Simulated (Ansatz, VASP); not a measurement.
**AlN in VASP and in Ansatz**

```
Al N
1.0
     3.10391    0.00000    0.00000
    -1.55196    2.68807    0.00000
     0.00000    0.00000    4.97532
Al N
2 2
Direct
  0.32397 0.66667 0.00173
  0.67603 0.33333 0.50173
  0.34161 0.66667 0.38327
  0.65839 0.33333 0.88327
```

Change from the starting cell: mode 4 frozen in at -0.029 Å, equal normal strain along x, y and z -0.0083.

Alike in both runs: task single point; functional PBE; k mesh 9 × 9 × 6; occupations gaussian, width 0.05 eV; no spin polarisation.

|  | VASP | Ansatz |
| --- | --- | --- |
| version | VASP 6.6.1 | Ansatz 0.2.0 |
| potentials or method | VASP PAW PBE potentials, release 64 (Al, N), cutoff 520 eV | scalar-relativistic, plane waves, PAW |
| valence electrons in the cell | 16 | 16 |

Ansatz gave:

| Quantity | Value |
| --- | --- |
| gap on the k mesh at the Fermi level (eV) | 4.25 |
| least direct gap on the mesh (eV) | 4.25 |
| pressure (GPa) | 5.1 |
| traceless stress, the component that is largest in VASP (GPa) | -0.17 |
| rms of the force components (eV/Å) | 0.073 |

**Question.** Estimate VASP's values.

**Answer.** gap on the k mesh at the Fermi level (eV): 4.26; least direct gap on the mesh (eV): 4.26; pressure (GPa): 4.9; traceless stress, the component that is largest in VASP (GPa): -0.14; rms of the force components (eV/Å): 0.073.

Atom by atom the forces differ by 0.000 eV/Å (rms over components). The functional is the same, so the differences come from potentials, cutoffs and numerics.
